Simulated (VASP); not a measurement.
# Gd (P6_3/mmc) in VASP: a series of runs

Gd is run at these levels: PBE+U; tasks: single point.

All numbers are computed with VASP 6.6.1; they aren't measurements. Logs are shortened: lines on timing, memory, paths and dates and some standing lists are left out, and cuts for length are marked.

### 1 The cell of the first run

It takes space group P6_3/mmc (No. 194, hexagonal). The conventional cell has a = 3.629 Å, b = 3.629 Å, c = 5.796 Å, α = 90.00°, β = 90.00°, γ = 120.00°. Within 4.7 Å of Gd (site symmetry -6m2) lie 12 Gd at 3.58 to 3.63 Å.

### 2 Single point, PBE+U, collinear spin, ferromagnetic start

Input file INCAR:

```
PREC = Accurate
ENCUT = 520
EDIFF = 1E-7
ISMEAR = -1
SIGMA = 0.1
LREAL = F
LASPH = T
NELM = 150
ALGO = Normal
ISIF = 2
LWAVE = F
LCHARG = F
ISPIN = 2
MAGMOM = 10.59 10.59
LORBIT = 11
NUPDOWN = 21.18
LMAXMIX = 6
LDAU = T
LDAUTYPE = 2
LDAUL = 3
LDAUU = 6.4
LDAUJ = 0
LDAUPRINT = 1
GGA = PE
NBANDS = 29
```

Input file KPOINTS:

```
Automatic mesh
0
Gamma
  9 9 5
```

Input file POSCAR:

```
Gd
1.0
    3.6290016500      0.0000000000      0.0000000000
   -1.8145008200      3.1428076200      0.0000000000
    0.0000000000      0.0000000000      5.7960000000
Gd
2
Direct
    0.3333333300      0.6666666700      0.2500000000
    0.6666666700      0.3333333300      0.7500000000
```

Potentials or basis: VASP PAW PBE potentials, release 64 (Gd).

Started as:

```console
cat potpaw_PBE.64/Gd/POTCAR > POTCAR
mpirun -np 1 vasp_std > vasp.out
```

OUTCAR:

```text
PREC = Accurate
   ENCUT = 520
   EDIFF = 1E-7
   ISMEAR = -1
   LREAL = F
   LASPH = T
   NELM = 150
   ISIF = 2
   ISPIN = 2
   LORBIT = 11
   NUPDOWN = 21.18
   GGA = PE

 ion  position               nearest neighbor table
   1  0.333  0.667  0.250-
   2  0.667  0.333  0.750-

  LATTYP: Found a hexagonal cell.
 ALAT       =     3.6290016500
 C/A-ratio  =     1.5971334706

  Lattice vectors:

 A1 = (   3.6290016500,   0.0000000000,   0.0000000000)
 A2 = (  -1.8145008200,   3.1428076200,   0.0000000000)
 A3 = (   0.0000000000,   0.0000000000,   5.7960000000)

Analysis of symmetry for initial positions (statically):
=====================================================================
 Subroutine PRICEL returns:
 Original cell was already a primitive cell.

 Routine SETGRP: Setting up the symmetry group for a
 hexagonal supercell.

 Subroutine GETGRP returns: Found 24 space group operations
 (whereof 12 operations were pure point group operations)
 out of a pool of 24 trial point group operations.

The static configuration has the point symmetry D_3d.
 The point group associated with its full space group is D_6h.

Analysis of symmetry for dynamics (positions and initial velocities):
=====================================================================
 Subroutine PRICEL returns:
 Original cell was already a primitive cell.

 Routine SETGRP: Setting up the symmetry group for a
 hexagonal supercell.

 Subroutine GETGRP returns: Found 24 space group operations
 (whereof 12 operations were pure point group operations)
 out of a pool of 24 trial point group operations.

The dynamic configuration has the point symmetry D_3d.
 The point group associated with its full space group is D_6h.

Analysis of structural, dynamic, and magnetic symmetry:
=====================================================================
 Subroutine PRICEL returns:
 Original cell was already a primitive cell.

 Routine SETGRP: Setting up the symmetry group for a
 hexagonal supercell.

 Subroutine GETGRP returns: Found 24 space group operations
 (whereof 12 operations were pure point group operations)
 out of a pool of 24 trial point group operations.

The overall configuration has the point symmetry D_3d.
 The point group associated with its full space group is D_6h.

 Subroutine INISYM returns: Found 24 space group operations
 (whereof 12 operations are pure point group operations),
 and found     1 'primitive' translations

----------------------------------------------------------------------------------------

                                     Primitive cell

  volume of cell :      66.1049

  direct lattice vectors                    reciprocal lattice vectors
[... 167 lines left out ...]
  o =  0.9917  v = -1.0000 -0.0000 -0.0000 -0.0000  0.0000  0.0000 -0.0000  0.0000  0.0000  0.0000  0.0000  0.0000  0.0000  0.0000      0.0000  0.0000  0.0000  0.0000  0.0000  0.0000  0.0000  0.0000  0.0000  0.0000  0.0000  0.0000  0.0000  0.0000
  o =  0.9918  v = -0.0000 -0.0000 -0.0000  1.0000 -0.0000  0.0000  0.0000  0.0000  0.0000  0.0000  0.0000  0.0000  0.0000  0.0000      0.0000  0.0000  0.0000  0.0000  0.0000  0.0000  0.0000  0.0000  0.0000  0.0000  0.0000  0.0000  0.0000  0.0000

atom =   2  type =  1  l = 3

 onsite density matrix

spin component  1

  0.9917  0.0000  0.0000  0.0000 -0.0000 -0.0000  0.0000
  0.0000  0.9914 -0.0000 -0.0000 -0.0000 -0.0000  0.0000
  0.0000 -0.0000  0.9901 -0.0000  0.0000 -0.0000  0.0000
  0.0000 -0.0000 -0.0000  0.9918 -0.0000  0.0000 -0.0000
 -0.0000 -0.0000  0.0000 -0.0000  0.9901  0.0000  0.0000
 -0.0000 -0.0000 -0.0000  0.0000  0.0000  0.9914 -0.0000
  0.0000  0.0000  0.0000 -0.0000  0.0000 -0.0000  0.9899

spin component  2

  0.0000 -0.0000  0.0000 -0.0000 -0.0000  0.0000 -0.0000
 -0.0000  0.0000  0.0000 -0.0000 -0.0000  0.0000 -0.0000
  0.0000  0.0000  0.0000 -0.0000  0.0000  0.0000  0.0000
 -0.0000 -0.0000 -0.0000  0.0000  0.0000  0.0000  0.0000
 -0.0000 -0.0000  0.0000  0.0000  0.0000 -0.0000  0.0000
  0.0000  0.0000  0.0000  0.0000 -0.0000  0.0000  0.0000
 -0.0000 -0.0000  0.0000  0.0000  0.0000  0.0000  0.0000

 occupancies and eigenvectors

  o =  0.0000  v =  0.0000  0.0000  0.0000  0.0000  0.0000  0.0000  0.0000  1.0000  0.0000 -0.0000  0.0000  0.0000 -0.0000  0.0000      0.0000  0.0000  0.0000  0.0000  0.0000  0.0000  0.0000  0.0000  0.0000  0.0000  0.0000  0.0000  0.0000  0.0000
  o =  0.0000  v =  0.0000  0.0000  0.0000  0.0000  0.0000  0.0000  0.0000  0.0000 -0.0000 -0.0000 -1.0000  0.0000  0.0000  0.0000      0.0000  0.0000  0.0000  0.0000  0.0000  0.0000  0.0000  0.0000  0.0000  0.0000  0.0000  0.0000  0.0000  0.0000
  o =  0.0000  v =  0.0000  0.0000  0.0000  0.0000  0.0000  0.0000  0.0000 -0.0000  1.0000 -0.0000 -0.0000  0.0000 -0.0092  0.0000      0.0000  0.0000  0.0000  0.0000  0.0000  0.0000  0.0000  0.0000  0.0000  0.0000  0.0000  0.0000  0.0000  0.0000
  o =  0.0000  v =  0.0000  0.0000  0.0000  0.0000  0.0000  0.0000  0.0000  0.0000  0.0092 -0.0000  0.0000  0.0000  1.0000 -0.0000      0.0000  0.0000  0.0000  0.0000  0.0000  0.0000  0.0000  0.0000  0.0000  0.0000  0.0000  0.0000  0.0000  0.0000
  o =  0.0000  v =  0.0000  0.0000  0.0000  0.0000  0.0000  0.0000  0.0000 -0.0000 -0.0000 -0.6330  0.0000  0.7742 -0.0000  0.0000      0.0000  0.0000  0.0000  0.0000  0.0000  0.0000  0.0000  0.0000  0.0000  0.0000  0.0000  0.0000  0.0000  0.0000
  o =  0.0000  v =  0.0000  0.0000  0.0000  0.0000  0.0000  0.0000  0.0000  0.0000 -0.0000 -0.7742 -0.0000 -0.6330 -0.0000  0.0000      0.0000  0.0000  0.0000  0.0000  0.0000  0.0000  0.0000  0.0000  0.0000  0.0000  0.0000  0.0000  0.0000  0.0000
  o =  0.0000  v =  0.0000  0.0000  0.0000  0.0000  0.0000  0.0000  0.0000  0.0000  0.0000 -0.0000 -0.0000 -0.0000 -0.0000 -1.0000      0.0000  0.0000  0.0000  0.0000  0.0000  0.0000  0.0000  0.0000  0.0000  0.0000  0.0000  0.0000  0.0000  0.0000
  o =  0.9899  v = -0.0000  0.0000 -0.0000 -0.0000 -0.0000  0.0000  1.0000  0.0000  0.0000  0.0000  0.0000  0.0000  0.0000  0.0000      0.0000  0.0000  0.0000  0.0000  0.0000  0.0000  0.0000  0.0000  0.0000  0.0000  0.0000  0.0000  0.0000  0.0000
  o =  0.9901  v =  0.0000 -0.0000 -0.6545 -0.0000  0.7561 -0.0000 -0.0000  0.0000  0.0000  0.0000  0.0000  0.0000  0.0000  0.0000      0.0000  0.0000  0.0000  0.0000  0.0000  0.0000  0.0000  0.0000  0.0000  0.0000  0.0000  0.0000  0.0000  0.0000
  o =  0.9901  v = -0.0000  0.0000 -0.7561 -0.0000 -0.6545 -0.0000 -0.0000  0.0000  0.0000  0.0000  0.0000  0.0000  0.0000  0.0000      0.0000  0.0000  0.0000  0.0000  0.0000  0.0000  0.0000  0.0000  0.0000  0.0000  0.0000  0.0000  0.0000  0.0000
  o =  0.9914  v =  0.0000 -0.0896  0.0000 -0.0000 -0.0000  0.9960  0.0000  0.0000  0.0000  0.0000  0.0000  0.0000  0.0000  0.0000      0.0000  0.0000  0.0000  0.0000  0.0000  0.0000  0.0000  0.0000  0.0000  0.0000  0.0000  0.0000  0.0000  0.0000
  o =  0.9914  v =  0.0000 -0.9960  0.0000 -0.0000 -0.0000 -0.0896  0.0000  0.0000  0.0000  0.0000  0.0000  0.0000  0.0000  0.0000      0.0000  0.0000  0.0000  0.0000  0.0000  0.0000  0.0000  0.0000  0.0000  0.0000  0.0000  0.0000  0.0000  0.0000
  o =  0.9917  v = -1.0000 -0.0000 -0.0000  0.0000  0.0000  0.0000 -0.0000  0.0000  0.0000  0.0000  0.0000  0.0000  0.0000  0.0000      0.0000  0.0000  0.0000  0.0000  0.0000  0.0000  0.0000  0.0000  0.0000  0.0000  0.0000  0.0000  0.0000  0.0000
  o =  0.9918  v =  0.0000 -0.0000 -0.0000  1.0000 -0.0000  0.0000  0.0000  0.0000  0.0000  0.0000  0.0000  0.0000  0.0000  0.0000      0.0000  0.0000  0.0000  0.0000  0.0000  0.0000  0.0000  0.0000  0.0000  0.0000  0.0000  0.0000  0.0000  0.0000

 number of electron      36.0000007 magnetization      21.1800010

 Free energy of the ion-electron system (eV)
  ---------------------------------------------------
  ext. energy  EPLUGINS =         0.00000000
  ---------------------------------------------------
  free energy    TOTEN  =        -8.19792100 eV

  energy without entropy =       -8.00516468  energy(sigma->0) =       -8.10154284

 E-fermi : -16.5247     XC(G=0):  -9.9741

 val. band max:        4.0843422727   @ k =   0.2222   0.0000   0.0000
 cond. band min:     -16.5042923841   @ k =   0.1111   0.0000   0.0000
 fundamental gap:    -20.5886346568
 Fermi energy:         4.1429651830

 spin component 1

 k-point     1 :       0.0000    0.0000    0.0000
  band No.  band energies     occupation
      1     -42.9023      1.00000
      2     -42.8332      1.00000
      3     -20.6748      1.00000
      4     -20.0338      1.00000
      5     -20.0338      1.00000
      6     -19.9354      1.00000
[... 1529 lines left out ...]
     28       6.5712      0.00000
     29       7.1274      0.00000

 [... further k-points ...]

------------------------ aborting loop because EDIFF is reached ----------------------------------------

  FORCE on cell =-STRESS in cart. coord.  units (eV):
  Direction    XX          YY          ZZ          XY          YZ          ZX
  --------------------------------------------------------------------------------------
  -------------------------------------------------------------------------------------
  Total        0.8601398      0.8601398      2.3293119      0.0000000     -0.0000000      0.0000000
  in kB       20.8471304     20.8471304     56.4553225      0.0000000     -0.0000000      0.0000000
  external PRESSURE =      32.7165278 kB  Pullay stress =       0.0000000 kB

 VOLUME and BASIS-vectors are now :
 -----------------------------------------------------------------------------
  energy-cutoff  :      520.00
  volume of cell :       66.10
      direct lattice vectors                 reciprocal lattice vectors
     3.629001650  0.000000000  0.000000000     0.275557880  0.159093416  0.000000000
    -1.814500820  3.142807620  0.000000000     0.000000000  0.318186832  0.000000000
     0.000000000  0.000000000  5.796000000     0.000000000  0.000000000  0.172532781

 POSITION                                       TOTAL-FORCE (eV/Angst)
 -----------------------------------------------------------------------------------
     -0.00000      2.09521      1.44900        -0.000000      0.000000      0.000000
      1.81450      1.04760      4.34700         0.000000     -0.000000      0.000000
 -----------------------------------------------------------------------------------
    total drift:                               -0.000014      0.000008     -0.000000

  FREE ENERGIE OF THE ION-ELECTRON SYSTEM (eV)
  ---------------------------------------------------
  free  energy   TOTEN  =        -8.1979209953 eV

  energy  without entropy=       -8.0051646806  energy(sigma->0) =       -8.10154284

 total charge

# of ion       s       p       d       f       tot
--------------------------------------------------
    1        2.030   5.301   0.921   6.931  15.183
    2        2.030   5.301   0.921   6.931  15.183
--------------------------------------------------
tot          4.060  10.602   1.841  13.862  30.365

 magnetization (x)

# of ion       s       p       d       f       tot
--------------------------------------------------
    1        0.058   0.309   0.920   6.931   8.218
    2        0.058   0.309   0.920   6.931   8.218
--------------------------------------------------
tot          0.116   0.618   1.841  13.862  16.437
```

It took 6.2 min on 1 thread of Intel Xeon 6975P-C (Granite Rapids), shared host; peak memory 0.31 GiB.

Results:

- Free energy: -8.1979 eV
- Pressure: 3.3 GPa
- Net moment: 21.18 μB per cell
- Site moments: Gd +8.22 μB
- Valence electrons inside the program's atomic spheres: Gd 15.18

Stress tensor (GPa, compression positive):
```
2.08 0.00 0.00
0.00 2.08 0.00
0.00 0.00 5.65
```

Eigenvalues of the final occupation matrices:
| site | spin | trace | eigenvalues |
| --- | --- | --- | --- |
| site 1 f | 1 | 6.94 | 0.99 0.99 0.99 0.99 0.99 0.99 0.99 |
| site 1 f | 2 | 0.00 | 0.00 0.00 0.00 0.00 0.00 0.00 0.00 |
| site 2 f | 1 | 6.94 | 0.99 0.99 0.99 0.99 0.99 0.99 0.99 |
| site 2 f | 2 | 0.00 | 0.00 0.00 0.00 0.00 0.00 0.00 0.00 |

Caveat: spin-orbit coupling is left out, which moves the levels of the heavy elements; the total moment is fixed, so each spin has its own Fermi level. The state reached can hang on the start; a lower one may exist.

### 3 Single point, PBE+U, collinear spin, ferromagnetic start

Input file INCAR:

```
PREC = Accurate
ENCUT = 520
EDIFF = 1E-6
ISMEAR = -1
SIGMA = 0.1
LREAL = F
LASPH = T
NELM = 150
ALGO = Normal
ISIF = 2
LWAVE = F
LCHARG = T
ISPIN = 2
MAGMOM = 1.325 1.325
LORBIT = 11
NUPDOWN = 2.65
LMAXMIX = 6
LDAU = T
LDAUTYPE = 2
LDAUL = 3
LDAUU = 6.4
LDAUJ = 0
LDAUPRINT = 1
GGA = PE
LELF = T
LVHAR = T
NBANDS = 29
```

Input file KPOINTS:

```
regular mesh
0
Gamma
  9 9 5
```

POSCAR is that of step 2.

Potentials or basis: VASP PAW PBE potentials, release 64 (Gd).

Started as:

```console
cat potpaw_PBE.64/Gd/POTCAR > POTCAR
mpirun -np 1 vasp_std > vasp.out
```

Run time: 15 min. Hardware: 1 thread of Intel Xeon 6975P-C (Granite Rapids), shared host; peak memory 0.33 GiB.

The run converged. Its results:

| Item | Value |
| --- | --- |
| Free energy | -6.7514 eV |
| Pressure | 7.1 GPa |
| Net moment | 2.65 μB per cell |
| Site moments | Gd +3.25 μB |
| Valence electrons inside the program's atomic spheres | Gd 15.28 |

Stress tensor (GPa, compression positive):
```
 5.61  0.00  0.00
 0.00  5.61  0.00
 0.00  0.00 10.06
```

Eigenvalues of the final occupation matrices:
| site | spin | trace | eigenvalues |
| --- | --- | --- | --- |
| site 1 f | 1 | 5.59 | 0.00 0.82 0.82 0.99 0.99 0.99 0.99 |
| site 1 f | 2 | 1.52 | 0.00 0.00 0.00 0.01 0.26 0.26 0.99 |
| site 2 f | 1 | 5.59 | 0.00 0.82 0.82 0.99 0.99 0.99 0.99 |
| site 2 f | 2 | 1.52 | 0.00 0.00 0.00 0.01 0.26 0.26 0.99 |

Caveat: spin-orbit coupling is left out, which moves the levels of the heavy elements; the total moment is fixed, so each spin has its own Fermi level. The state reached can hang on the start; a lower one may exist.
